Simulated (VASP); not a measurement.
# Ir2Pt (Fm-3m) in VASP: a series of runs

Runs on Ir2Pt. Level: PBE. Tasks: single point.

Program: VASP 6.6.1. These are calculated values, not measurements. Logs are shortened: lines on timing, memory, paths and dates and some standing lists are left out, and cuts for length are marked.

## 1. The cell of the first run

It takes space group Fm-3m (No. 225, cubic). The conventional cell has a = 5.957 Å, b = 5.957 Å, c = 5.957 Å, α = 90.00°, β = 90.00°, γ = 90.00°. Within 3.4 Å of Ir (site symmetry -43m) lie 4 Pt at 2.58 Å and 6 Ir at 2.98 Å. Within 3.4 Å of Pt (site symmetry m-3m) lie 8 Ir at 2.58 Å.

The cell was built from a structure type or drawn by symmetry, and may not be a known phase.

## 2. Single point, PBE, collinear spin

Input file INCAR:

```
SYSTEM = Ir2Pt
  ALGO = Normal
  EDIFF = 1E-6
  ENCUT = 500
  GGA = PE
  GGA_COMPAT = .FALSE.
  ISIF = 2
  ISMEAR = 0
  ISPIN = 2
  LASPH = .TRUE.
  LCHARG = .FALSE.
  LMAXMIX = 4
  LORBIT = 11
  LREAL = .FALSE.
  LWAVE = .FALSE.
  MAGMOM = 1 1 0
  NBANDS = 25
  NELM = 200
  PREC = Accurate
  SIGMA = 0.1
```

Input file KPOINTS:

```
k-points
0
G
  6 6 6
  0 0 0
```

Input file POSCAR:

```
Ir2Pt
1.0
    0.0000000000      2.9786666806      2.9786666806
    2.9786666806      0.0000000000      2.9786666806
    2.9786666806      2.9786666806      0.0000000000
Ir Pt
2 1
Direct
    0.2500000000      0.2500000000      0.2500000000
    0.7500000000      0.7500000000      0.7500000000
    0.0000000000      0.0000000000      0.0000000000
```

Potentials or basis: VASP PAW PBE potentials, release 64 (Ir, Pt).

Command:

```bash
> cat potpaw_PBE.64/Ir/POTCAR potpaw_PBE.64/Pt/POTCAR > POTCAR
> mpirun -np 1 vasp_std > vasp.out
```

OUTCAR:

```text
SYSTEM = Ir2Pt
   EDIFF = 1E-6
   ENCUT = 500
   GGA = PE
   ISIF = 2
   ISMEAR = 0
   ISPIN = 2
   LASPH = .TRUE.
   LORBIT = 11
   LREAL = .FALSE.
   NELM = 200
   PREC = Accurate

 ion  position               nearest neighbor table
   1  0.250  0.250  0.250-   3 2.58   3 2.58   3 2.58   3 2.58   2 2.98   2 2.98   2 2.98   2 2.98
                             2 2.98   2 2.98
   2  0.750  0.750  0.750-   3 2.58   3 2.58   3 2.58   3 2.58   1 2.98   1 2.98   1 2.98   1 2.98
                             1 2.98   1 2.98
   3  0.000  0.000  0.000-   2 2.58   2 2.58   2 2.58   1 2.58   2 2.58   1 2.58   1 2.58   1 2.58

  LATTYP: Found a face centered cubic cell.
 ALAT       =     5.9573333612

  Lattice vectors:

 A1 = (   0.0000000000,   2.9786666806,   2.9786666806)
 A2 = (   2.9786666806,   0.0000000000,   2.9786666806)
 A3 = (   2.9786666806,   2.9786666806,   0.0000000000)

Analysis of symmetry for initial positions (statically):
=====================================================================
 Subroutine PRICEL returns:
 Original cell was already a primitive cell.

 Routine SETGRP: Setting up the symmetry group for a
 face centered cubic supercell.

 Subroutine GETGRP returns: Found 48 space group operations
 (whereof 48 operations were pure point group operations)
 out of a pool of 48 trial point group operations.

The static configuration has the point symmetry O_h .

Analysis of symmetry for dynamics (positions and initial velocities):
=====================================================================
 Subroutine PRICEL returns:
 Original cell was already a primitive cell.

 Routine SETGRP: Setting up the symmetry group for a
 face centered cubic supercell.

 Subroutine GETGRP returns: Found 48 space group operations
 (whereof 48 operations were pure point group operations)
 out of a pool of 48 trial point group operations.

The dynamic configuration has the point symmetry O_h .

Analysis of structural, dynamic, and magnetic symmetry:
=====================================================================
 Subroutine PRICEL returns:
 Original cell was already a primitive cell.

 Routine SETGRP: Setting up the symmetry group for a
 face centered cubic supercell.

 Subroutine GETGRP returns: Found 48 space group operations
 (whereof 48 operations were pure point group operations)
 out of a pool of 48 trial point group operations.

The overall configuration has the point symmetry O_h .

 Subroutine INISYM returns: Found 48 space group operations
[... 115 lines left out ...]
   GGA     = PE    functional components
   LHFCALC =     F    Hartree Fock is set to
   AEXX    =    0.0000 exact exchange contribution
   IVDW    =     0    specifies the selected vdW correction
   LEPSILON=     F    determine dielectric tensor
   LRPA    =     F    only Hartree local field effects (RPA)
 spin polarized calculation
 Gauss-broadening in eV      SIGMA  =   0.10
  energy-cutoff  :      500.00
  volume of cell :       52.86
 maximum number of plane-waves:      1363
   NGX = 15   NGY = 15   NGZ = 15

 number of electron      27.9999998 magnetization      -0.0018316

 number of electron      27.9999998 magnetization       0.0001824

 Free energy of the ion-electron system (eV)
  ---------------------------------------------------
  ext. energy  EPLUGINS =         0.00000000
  ---------------------------------------------------
  free energy    TOTEN  =       -21.64422762 eV

  energy without entropy =      -21.62626496  energy(sigma->0) =      -21.63524629

 E-fermi :   7.7876     XC(G=0): -12.4267

 val. band max:        7.7068238245   @ k =   0.5000   0.3333   0.0000
 cond. band min:       7.7929277894   @ k =   0.5000   0.3333   0.1667
 fundamental gap:      0.0861039649
 Fermi energy:         7.7876372738

 spin component 1

 k-point     1 :       0.0000    0.0000    0.0000
  band No.  band energies     occupation
      1      -1.4435      1.00000
      2       1.6330      1.00000
      3       1.6330      1.00000
      4       2.9211      1.00000
      5       2.9211      1.00000
      6       2.9211      1.00000
[... 437 lines left out ...]
     24      23.7820      0.00000
     25      24.2259      0.00000
 Fermi energy:         7.7876372738

 spin component 2

 k-point     1 :       0.0000    0.0000    0.0000
  band No.  band energies     occupation
      1      -1.4435      1.00000
      2       1.6330      1.00000
      3       1.6330      1.00000
      4       2.9211      1.00000
      5       2.9211      1.00000
      6       2.9211      1.00000
[... 437 lines left out ...]
     24      23.7820      0.00000
     25      24.2259      0.00000

------------------------ aborting loop because EDIFF is reached ----------------------------------------

  FORCE on cell =-STRESS in cart. coord.  units (eV):
  Direction    XX          YY          ZZ          XY          YZ          ZX
  --------------------------------------------------------------------------------------
  -------------------------------------------------------------------------------------
  Total       -0.0811813     -0.0811813     -0.0811813     -0.0000000     -0.0000000      0.0000000
  in kB       -2.4607696     -2.4607696     -2.4607696     -0.0000000     -0.0000000      0.0000000
  external PRESSURE =      -2.4607696 kB  Pullay stress =       0.0000000 kB

 VOLUME and BASIS-vectors are now :
 -----------------------------------------------------------------------------
  energy-cutoff  :      500.00
  volume of cell :       52.86
      direct lattice vectors                 reciprocal lattice vectors
     0.000000000  2.978666681  2.978666681    -0.167860339  0.167860339  0.167860339
     2.978666681  0.000000000  2.978666681     0.167860339 -0.167860339  0.167860339
     2.978666681  2.978666681  0.000000000     0.167860339  0.167860339 -0.167860339

 POSITION                                       TOTAL-FORCE (eV/Angst)
 -----------------------------------------------------------------------------------
      1.48933      1.48933      1.48933         0.000000      0.000000      0.000000
      4.46800      4.46800      4.46800        -0.000000     -0.000000     -0.000000
      0.00000      0.00000      0.00000        -0.000000     -0.000000      0.000000
 -----------------------------------------------------------------------------------
    total drift:                                0.000000     -0.000000      0.000000

  FREE ENERGIE OF THE ION-ELECTRON SYSTEM (eV)
  ---------------------------------------------------
  free  energy   TOTEN  =       -21.6442276210 eV

  energy  without entropy=      -21.6262649579  energy(sigma->0) =      -21.63524629

 total charge

# of ion       s       p       d       tot
------------------------------------------
    1        0.644   0.510   6.924   8.078
    2        0.644   0.510   6.924   8.078
    3        0.779   0.830   7.972   9.581
--------------------------------------------------
tot          2.066   1.851  21.819  25.736

 magnetization (x)

# of ion       s       p       d       tot
------------------------------------------
    1       -0.000   0.000   0.000   0.000
    2       -0.000   0.000   0.000   0.000
    3       -0.000   0.000   0.000   0.000
--------------------------------------------------
tot         -0.000   0.000   0.000   0.000
```

Wall time 56 s (1 thread of AMD EPYC 7R43 (Zen 3), shared host); peak memory 0.18 GiB.

Results:

| Item | Value |
| --- | --- |
| Free energy | -21.6442 eV |
| Pressure | -0.2 GPa |
| Band gap on the k mesh | zero (filled and empty bands overlap) |
| Net moment | 0.00 μB per cell |
| Valence electrons inside the program's atomic spheres | Ir 8.08; Pt 9.58 |

Levels at points of the mesh, in eV from the Fermi level:
Spin up:
```
           k point  band 11  band 12  band 13  band 14  band 15  band 16  band 17  band 18
(0.00, 0.00, 0.00)    -0.84     0.08     0.08     0.08     0.63     0.63     7.63     7.95
(0.50, 0.00, 0.00)    -2.19    -1.96    -0.74    -0.74     0.19     0.19     1.27     8.03
(0.50, 0.50, 0.00)    -1.04    -0.68     0.39     0.53     0.58     0.58     1.54     1.54
```
Spin down:
```
           k point  band 11  band 12  band 13  band 14  band 15  band 16  band 17  band 18
(0.00, 0.00, 0.00)    -0.84     0.08     0.08     0.08     0.63     0.63     7.63     7.95
(0.50, 0.00, 0.00)    -2.19    -1.96    -0.74    -0.74     0.19     0.19     1.27     8.03
(0.50, 0.50, 0.00)    -1.04    -0.68     0.39     0.53     0.58     0.58     1.54     1.54
```

Caveat: spin-orbit coupling is left out, which moves the levels of the heavy elements.

## 3. Single point, PBE

Input file INCAR:

```
SYSTEM = Ir2Pt
PREC = Accurate
ENCUT = 500
EDIFF = 1E-6
ISMEAR = 0
SIGMA = 0.1
LREAL = .FALSE.
LASPH = .TRUE.
NELM = 120
ALGO = Normal
ISIF = 2
LWAVE = .FALSE.
LCHARG = .FALSE.
GGA = PE
NBANDS = 21
GGA_COMPAT = .FALSE.
```

Input file KPOINTS:

```
Automatic mesh
0
G
  14 14 14
  0 0 0
```

Input file POSCAR:

```
Ir2Pt
1.0
    0.0000000000      2.9790248533      2.9790248533
    2.9790248533      0.0000000000      2.9790248533
    2.9790248533      2.9790248533      0.0000000000
Ir Pt
2 1
Direct
    0.2500000000      0.2500000000      0.2500000000
    0.7500000000      0.7500000000      0.7500000000
    0.0000000000      0.0000000000      0.0000000000
```

Potentials or basis: VASP PAW PBE potentials, release 64 (Ir, Pt).

Command:

```bash
> cat potpaw_PBE.64/Ir/POTCAR potpaw_PBE.64/Pt/POTCAR > POTCAR
> mpirun -np 1 vasp_std > vasp.out
```

Wall time 1.8 min (1 thread of AMD EPYC 7R43 (Zen 3), shared host); peak memory 0.22 GiB.

It converged, with:

```yaml
Free_energy: -21.6295 eV
Pressure: -0.3 GPa
Band_gap_on_the_k_mesh: zero (bands 14 and 15 overlap by 0.64 eV)
```

Levels at points of the mesh, in eV from the Fermi level:
```csv
k point,band 10,band 11,band 12,band 13,band 14,band 15,band 16,band 17,band 18,band 19
"(0.00, 0.00, 0.00)",-0.81,-0.81,0.10,0.10,0.10,0.65,0.65,7.66,7.97,9.18
"(0.50, 0.00, 0.00)",-2.17,-2.17,-1.94,-0.71,-0.71,0.21,0.21,1.30,8.06,8.06
"(0.50, 0.50, 0.00)",-2.19,-1.01,-0.66,0.42,0.55,0.61,0.61,1.57,1.57,1.66
```

Caveat: spin-orbit coupling is left out, which moves the levels of the heavy elements.

## 4. Single point, PBE

This run uses another cell than the first one, of 14.41 Å³/atom.

INCAR is that of step 3.

Input file KPOINTS:

```
Automatic mesh
0
G
  6 6 6
  0 0 0
```

Input file POSCAR:

```
Ir2Pt
1.0
    0.0000000000      2.7853832700      2.7853832700
    2.7853832700      0.0000000000      2.7853832700
    2.7853832700      2.7853832700      0.0000000000
Ir Pt
2 1
Direct
    0.2500000000      0.2500000000      0.2500000000
    0.7500000000      0.7500000000      0.7500000000
    0.0000000000      0.0000000000      0.0000000000
```

Potentials or basis: VASP PAW PBE potentials, release 64 (Ir, Pt).

Command:

```bash
> cat potpaw_PBE.64/Ir/POTCAR potpaw_PBE.64/Pt/POTCAR > POTCAR
> mpirun -np 1 vasp_std > vasp.out
```

OUTCAR:

```text
SYSTEM = Ir2Pt
   PREC = Accurate
   ENCUT = 500
   EDIFF = 1E-6
   ISMEAR = 0
   LREAL = .FALSE.
   LASPH = .TRUE.
   NELM = 120
   ISIF = 2
   GGA = PE

 ion  position               nearest neighbor table
   1  0.250  0.250  0.250-   3 2.41   3 2.41   3 2.41   3 2.41   2 2.79   2 2.79   2 2.79   2 2.79
                             2 2.79   2 2.79
   2  0.750  0.750  0.750-   3 2.41   3 2.41   3 2.41   3 2.41   1 2.79   1 2.79   1 2.79   1 2.79
                             1 2.79   1 2.79
   3  0.000  0.000  0.000-   2 2.41   2 2.41   2 2.41   1 2.41   2 2.41   1 2.41   1 2.41   1 2.41

  LATTYP: Found a face centered cubic cell.
 ALAT       =     5.5707665400

  Lattice vectors:

 A1 = (   0.0000000000,   2.7853832700,   2.7853832700)
 A2 = (   2.7853832700,   0.0000000000,   2.7853832700)
 A3 = (   2.7853832700,   2.7853832700,   0.0000000000)

Analysis of symmetry for initial positions (statically):
=====================================================================
 Subroutine PRICEL returns:
 Original cell was already a primitive cell.

 Routine SETGRP: Setting up the symmetry group for a
 face centered cubic supercell.

 Subroutine GETGRP returns: Found 48 space group operations
 (whereof 48 operations were pure point group operations)
 out of a pool of 48 trial point group operations.

The static configuration has the point symmetry O_h .

Analysis of symmetry for dynamics (positions and initial velocities):
=====================================================================
 Subroutine PRICEL returns:
 Original cell was already a primitive cell.

 Routine SETGRP: Setting up the symmetry group for a
 face centered cubic supercell.

 Subroutine GETGRP returns: Found 48 space group operations
 (whereof 48 operations were pure point group operations)
 out of a pool of 48 trial point group operations.

The dynamic configuration has the point symmetry O_h .

 Subroutine INISYM returns: Found 48 space group operations
 (whereof 48 operations are pure point group operations),
 and found     1 'primitive' translations
[... 106 lines left out ...]
   IMIX   =      4    mixing-type and parameters
     AMIX     =   0.40;   BMIX     =  1.00
     AMIX_MAG =   1.60;   BMIX_MAG =  1.00
  volume/ion in A,a.u.               =      14.41        97.22
  Fermi-wavevector in a.u.,A,eV,Ry     =   1.416552  2.676895 27.301720  2.006620
  Thomas-Fermi vector in A             =   2.537875
   LORBIT       =      0    0 simple, 1 ext, 2 COOP (PROOUT), +10 PAW based schemes
   GGA     = PE    functional components
   LHFCALC =     F    Hartree Fock is set to
   AEXX    =    0.0000 exact exchange contribution
   IVDW    =     0    specifies the selected vdW correction
   LEPSILON=     F    determine dielectric tensor
   LRPA    =     F    only Hartree local field effects (RPA)
 non-spin polarized calculation
 Gauss-broadening in eV      SIGMA  =   0.10
  energy-cutoff  :      500.00
  volume of cell :       43.22
 maximum number of plane-waves:      1113
 NGX is ok and might be reduce to    30
   NGX = 15   NGY = 15   NGZ = 15

 number of electron      27.9999998 magnetization

 Free energy of the ion-electron system (eV)
  ---------------------------------------------------
  ext. energy  EPLUGINS =         0.00000000
  ---------------------------------------------------
  free energy    TOTEN  =       -19.72128158 eV

  energy without entropy =      -19.70887415  energy(sigma->0) =      -19.71507787

 E-fermi :  11.1562     XC(G=0): -13.5982

 val. band max:       11.0106655448   @ k =   0.3333   0.3333   0.0000
 cond. band min:      11.1711849316   @ k =   0.5000   0.3333   0.1667
 fundamental gap:      0.1605193868
 Fermi energy:        11.1561751148

 k-point     1 :       0.0000    0.0000    0.0000
  band No.  band energies     occupation
      1      -0.0755      2.00000
      2       2.8241      2.00000
      3       2.8241      2.00000
      4       4.8808      2.00000
      5       4.8808      2.00000
      6       4.8808      2.00000
[... 373 lines left out ...]
     20      22.3315      0.00000
     21      23.3209      0.00000

------------------------ aborting loop because EDIFF is reached ----------------------------------------

  FORCE on cell =-STRESS in cart. coord.  units (eV):
  Direction    XX          YY          ZZ          XY          YZ          ZX
  --------------------------------------------------------------------------------------
  -------------------------------------------------------------------------------------
  Total       21.1723828     21.1723828     21.1723828     -0.0000000     -0.0000000     -0.0000000
  in kB      784.8658558    784.8658558    784.8658558     -0.0000000     -0.0000000     -0.0000000
  external PRESSURE =     784.8658558 kB  Pullay stress =       0.0000000 kB

 VOLUME and BASIS-vectors are now :
 -----------------------------------------------------------------------------
  energy-cutoff  :      500.00
  volume of cell :       43.22
      direct lattice vectors                 reciprocal lattice vectors
     0.000000000  2.785383270  2.785383270    -0.179508510  0.179508510  0.179508510
     2.785383270  0.000000000  2.785383270     0.179508510 -0.179508510  0.179508510
     2.785383270  2.785383270  0.000000000     0.179508510  0.179508510 -0.179508510

 POSITION                                       TOTAL-FORCE (eV/Angst)
 -----------------------------------------------------------------------------------
      1.39269      1.39269      1.39269        -0.000000     -0.000000     -0.000000
      4.17807      4.17807      4.17807         0.000000      0.000000      0.000000
      0.00000      0.00000      0.00000        -0.000000      0.000000      0.000000
 -----------------------------------------------------------------------------------
    total drift:                                0.000000     -0.000000      0.000000

  FREE ENERGIE OF THE ION-ELECTRON SYSTEM (eV)
  ---------------------------------------------------
  free  energy   TOTEN  =       -19.7212815817 eV

  energy  without entropy=      -19.7088741515  energy(sigma->0) =      -19.71507787
```

OSZICAR:

```text
N       E                     dE             d eps       ncg     rms          rms(c)
DAV:   1     0.252158278082E+03    0.25216E+03   -0.12899E+04   680   0.127E+03
DAV:   2    -0.103480387650E+02   -0.26251E+03   -0.24665E+03   682   0.364E+02
DAV:   3    -0.207941241600E+02   -0.10446E+02   -0.10056E+02   797   0.825E+01
DAV:   4    -0.210040144257E+02   -0.20989E+00   -0.20919E+00   742   0.106E+01
DAV:   5    -0.210097646461E+02   -0.57502E-02   -0.57477E-02   787   0.189E+00    0.354E+01
DAV:   6    -0.199763326271E+02    0.10334E+01   -0.13438E+00   770   0.111E+01    0.182E+01
DAV:   7    -0.197397562406E+02    0.23658E+00   -0.41072E-01   844   0.649E+00    0.357E+00
DAV:   8    -0.197229475089E+02    0.16809E-01   -0.35610E-02   773   0.232E+00    0.474E-01
DAV:   9    -0.197212565086E+02    0.16910E-02   -0.62415E-03   779   0.919E-01    0.282E-01
DAV:  10    -0.197212724994E+02   -0.15991E-04   -0.39372E-04   767   0.249E-01    0.123E-01
DAV:  11    -0.197212815845E+02   -0.90851E-05   -0.12780E-05   857   0.341E-02    0.153E-02
DAV:  12    -0.197212815817E+02    0.28217E-08   -0.23663E-06   548   0.197E-02
   1 F= -.19721282E+02 E0= -.19715078E+02  d E =-.124074E-01
```

stdout:

```text
POSCAR found type information on POSCAR IrPt
 POSCAR found :  2 types and       3 ions
 scaLAPACK will be used
 LDA part: xc-table for (Slater+PW92), standard interpolation
 POSCAR, INCAR and KPOINTS ok, starting setup
 FFT: planning ... GRIDC
 FFT: planning ... GRID_SOFT
 FFT: planning ... GRID
 WAVECAR not read
 entering main loop
```

Wall time 8.1 s (1 thread of Intel Xeon 6975P-C (Granite Rapids), shared host); peak memory 0.17 GiB.

Results:

```yaml
Free_energy: -19.7213 eV
Pressure: 78.5 GPa
Band_gap_on_the_k_mesh: zero (bands 14 and 15 overlap by 0.89 eV)
```

Levels at points of the mesh, in eV from the Fermi level:
```
           k point  band 12  band 13  band 14  band 15  band 16  band 17
(0.00, 0.00, 0.00)     0.07     0.07     0.07     0.90     0.90     7.77
(0.50, 0.00, 0.00)    -2.64    -0.96    -0.96     0.24     0.24     1.67
(0.50, 0.50, 0.00)    -0.99     0.28     0.74     0.81     0.81     1.27
```

Caveat: the cell stands under pressure; spin-orbit coupling is left out, which moves the levels of the heavy elements.

## 5. Overview

| spin | cell | k mesh | gap on the mesh (eV) | pressure (GPa) |
| --- | --- | --- | --- | --- |
| collinear | a = 4.212 Å, angles 60.0°, 3 atoms | 6 × 6 × 6 | none | -0.2 |
| off | a = 4.213 Å, angles 60.0°, 3 atoms | 14 × 14 × 14 | none | -0.3 |
| off | a = 3.939 Å, angles 60.0°, 3 atoms | 6 × 6 × 6 | none | 78.5 |

Alike in all rows: task single point; level PBE; potentials or basis VASP PAW PBE potentials, release 64 (Ir, Pt); cutoff (eV) 500; smearing gaussian 0.1 eV.

Caveats: spin-orbit coupling is left out, which moves the levels of the heavy elements; the cell stands under pressure (at least some runs).

Absolute energies hang on the potentials; compare differences alone.
